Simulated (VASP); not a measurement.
Write the native input for VASP 6.6.1 that does the following.

| Quantity | Value |
| --- | --- |
| Task | single point |
| Functional | PBE |
| Dispersion | D3(BJ) |
| Potentials or basis | VASP PAW PBE potentials, release 64 (Mg, O) |
| Cutoff | 520 eV |
| k mesh | 2 × 2 × 2 |
| Occupations | gaussian, width 0.02 eV |
| Spin | no spin polarisation |
| Dipole correction | no |
| Further INCAR settings | LREAL = Auto; ALGO = Normal; EDIFF = 1e-06; NBANDS = 47 |

The structure of Mg9O8 (a cell with a defect) lies in POSCAR:

```
Mg9O8
1.0
    0.0000000000      4.2250000000      4.2250000000
    4.2250000000      0.0000000000      4.2250000000
    4.2250000000      4.2250000000      0.0000000000
Mg O
9 8
Direct
    0.0197655621     -0.0042538462     -0.0053376331
    0.0179422485     -0.0093973964      0.4980094675
    0.0176768047      0.4994121893     -0.0105897041
    0.0180108876      0.4992868639      0.4980153846
    0.5177381065     -0.0029260355     -0.0045168047
    0.5176926627     -0.0030668639      0.4943520710
    0.5177467456      0.4956196450     -0.0045119527
    0.3239520710      0.5609795266      0.5600055621
    0.7391379882      0.4225992899      0.4216357396
    0.2495937278      0.2525508876      0.2511958580
    0.2419881657      0.2344875740      0.7640527811
    0.2422286391      0.7652151479      0.2332542012
    0.2419642604      0.7654030769      0.7640366864
    0.7944588166      0.2256734911      0.2242697041
    0.7947491124      0.2254501775      0.7603173964
    0.7945067456      0.7615218935      0.2242695858
    0.7757517160      0.7438463905      0.7424785799
```

One way to write it, as run:

INCAR

```
  PREC = Accurate
  ENCUT = 520
  EDIFF = 1E-6
  ISMEAR = 0
  SIGMA = 0.02
  LREAL = Auto
  LASPH = True
  NELM = 60
  ALGO = Normal
  ISIF = 2
  LWAVE = False
  LCHARG = True
  GGA = PE
  IVDW = 12
  LELF = True
  LVHAR = True
  NBANDS = 47
```

KPOINTS

```
Automatic mesh
0
Gamma
  2 2 2
```

Potentials or basis: VASP PAW PBE potentials, release 64 (Mg, O).

Run with:

```sh
$ cat potpaw_PBE.64/Mg/POTCAR potpaw_PBE.64/O/POTCAR > POTCAR
$ mpirun -np 1 vasp_std > vasp.out
```

It gave:

```json
{
 "Pressure": "34.4 GPa",
 "Largest force": "0.160 eV/Å",
 "Band gap on the k mesh": "0.40 eV",
 "Dispersion energy per atom": "-0.330 eV"
}
```

Caveat: the k points lie up to 0.64 Å⁻¹ apart.

Run time: 2.1 min on 1 thread of Intel(R) Xeon(R) Platinum 8488C (Sapphire Rapids), with other jobs on the host, peak memory 0.33 GiB.
